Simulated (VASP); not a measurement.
# CdGa2O3 (R-3m) in VASP: further runs, part 2 of 2

VASP 6.6.1. Earlier steps stand in the parts before.

## (3) Single point, PBE

File INCAR:

```
ALGO = Normal
EDIFF = 1E-6
ENCUT = 520
GGA = PE
ISIF = 2
ISMEAR = 0
LASPH = True
LCHARG = False
LREAL = False
LWAVE = False
NBANDS = 37
NELM = 100
PREC = Accurate
SIGMA = 0.1
```

File KPOINTS:

```
k-points
0
Gamma
  12 12 12
```

File POSCAR:

```
CdGa2O3
1.0
    2.9848569181      1.7233079451      2.7535645524
   -2.9848569181      1.7233079451      2.7535645524
    0.0000000000     -3.4466158903      2.7535645524
Cd Ga O
1 2 3
Direct
    0.0000000000      0.0000000000      0.0000000000
    0.6798924811      0.6798924811      0.6798924811
    0.3201075189      0.3201075189      0.3201075189
    0.0000000000      0.5000000000      0.0000000000
    0.5000000000      0.0000000000      0.0000000000
    0.0000000000      0.0000000000      0.5000000000
```

Potentials or basis: VASP PAW PBE potentials, release 64 (Cd, Ga_d, O).

Run with:

```bash
> cat potpaw_PBE.64/Cd/POTCAR potpaw_PBE.64/Ga_d/POTCAR potpaw_PBE.64/O/POTCAR > POTCAR
> mpirun -np 1 vasp_std > vasp.out
```

OUTCAR:

```text
EDIFF = 1E-6
   ENCUT = 520
   GGA = PE
   ISIF = 2
   ISMEAR = 0
   LASPH = True
   LREAL = False
   NELM = 100
   PREC = Accurate

 ion  position               nearest neighbor table
   1  0.000  0.000  0.000-   4 2.21   5 2.21   4 2.21   5 2.21   6 2.21   6 2.21   2 2.64   3 2.64

   2  0.680  0.680  0.680-   6 2.14   5 2.14   4 2.14   1 2.64
   3  0.320  0.320  0.320-   6 2.14   5 2.14   4 2.14   1 2.64
[... 1170 lines left out ...]
  --------------------------------------------------------------------------------------
  -------------------------------------------------------------------------------------
  Total        0.4676219      0.4676219      0.7046599     -0.0000000     -0.0000000      0.0000000
  in kB        8.8160196      8.8160196     13.2848676     -0.0000000     -0.0000000      0.0000000
  external PRESSURE =      10.3056356 kB  Pullay stress =       0.0000000 kB

 VOLUME and BASIS-vectors are now :
 -----------------------------------------------------------------------------
  energy-cutoff  :      520.00
  volume of cell :       84.98
      direct lattice vectors                 reciprocal lattice vectors
     2.984856918  1.723307945  2.753564552     0.167512217  0.096713224  0.121055209
    -2.984856918  1.723307945  2.753564552    -0.167512217  0.096713224  0.121055209
     0.000000000 -3.446615890  2.753564552     0.000000000 -0.193426447  0.121055209

 POSITION                                       TOTAL-FORCE (eV/Angst)
 -----------------------------------------------------------------------------------
      0.00000      0.00000      0.00000        -0.000000     -0.000000     -0.000000
      0.00000     -0.00000      5.61638        -0.000000      0.000000     -0.083809
      0.00000     -0.00000      2.64431        -0.000000     -0.000000      0.083809
     -1.49243      0.86165      1.37678         0.000000     -0.000000     -0.000000
      1.49243      0.86165      1.37678        -0.000000     -0.000000     -0.000000
      0.00000     -1.72331      1.37678         0.000000     -0.000000     -0.000000
 -----------------------------------------------------------------------------------
    total drift:                                0.000000     -0.000000      0.000000

  FREE ENERGIE OF THE ION-ELECTRON SYSTEM (eV)
  ---------------------------------------------------
  free  energy   TOTEN  =       -25.7320278606 eV

  energy  without entropy=      -25.7230644855  energy(sigma->0) =      -25.72754617
```

OSZICAR:

```text
N       E                     dE             d eps       ncg     rms          rms(c)
DAV:   1     0.615107302123E+03    0.61511E+03   -0.27717E+04 15897   0.243E+03
DAV:   2     0.655011625551E+02   -0.54961E+03   -0.52111E+03 14730   0.626E+02
DAV:   3    -0.264467416252E+02   -0.91948E+02   -0.89377E+02 15878   0.188E+02
DAV:   4    -0.313032648689E+02   -0.48565E+01   -0.48174E+01 17137   0.472E+01
DAV:   5    -0.314114787067E+02   -0.10821E+00   -0.10812E+00 15531   0.686E+00    0.188E+01
DAV:   6    -0.260182873945E+02    0.53932E+01   -0.21629E+01 23051   0.480E+01    0.130E+01
DAV:   7    -0.257977677023E+02    0.22052E+00   -0.25426E+00 16671   0.137E+01    0.771E+00
DAV:   8    -0.257422060104E+02    0.55562E-01   -0.50812E-01 16844   0.483E+00    0.850E-01
DAV:   9    -0.257318520087E+02    0.10354E-01   -0.38936E-02 16651   0.183E+00    0.301E-01
DAV:  10    -0.257321010817E+02   -0.24907E-03   -0.65499E-03 16027   0.567E-01    0.148E-01
DAV:  11    -0.257320431678E+02    0.57914E-04   -0.16011E-03 17692   0.274E-01    0.514E-02
DAV:  12    -0.257320397006E+02    0.34671E-05   -0.83687E-05 15800   0.929E-02    0.268E-02
DAV:  13    -0.257320313250E+02    0.83756E-05   -0.14922E-05 15325   0.338E-02    0.175E-02
DAV:  14    -0.257320279573E+02    0.33677E-05   -0.79551E-06 15477   0.174E-02    0.656E-03
DAV:  15    -0.257320278606E+02    0.96738E-07   -0.50250E-07  8897   0.704E-03
   1 F= -.25732028E+02 E0= -.25727546E+02  d E =-.896338E-02
```

stdout:

```text
POSCAR found type information on POSCAR CdGaO
 POSCAR found :  3 types and       6 ions
 scaLAPACK will be used
 LDA part: xc-table for (Slater+PW92), standard interpolation
 POSCAR, INCAR and KPOINTS ok, starting setup
 FFT: planning ... GRIDC
 FFT: planning ... GRID_SOFT
 FFT: planning ... GRID
 WAVECAR not read
 entering main loop
```

Wall time 14 min (1 thread of Oxide Virtual Turin-like, shared host); peak memory 0.56 GiB.

Results:

```yaml
Free_energy: -25.7320 eV
Pressure: 1.0 GPa
Largest_force: 0.084 eV/Å
Band_gap_on_the_k_mesh: zero (band 28 reaches 3.04 eV, above the bottom of band 29 at 1.84 eV)
```

Forces on the atoms (eV/Å):
```
Cd   0.000  0.000  0.000
Ga   0.000  0.000 -0.084
Ga   0.000  0.000  0.084
O    0.000  0.000  0.000
O    0.000  0.000  0.000
O    0.000  0.000  0.000
```

Stress tensor (GPa, compression positive):
```
0.88 0.00 0.00
0.00 0.88 0.00
0.00 0.00 1.33
```
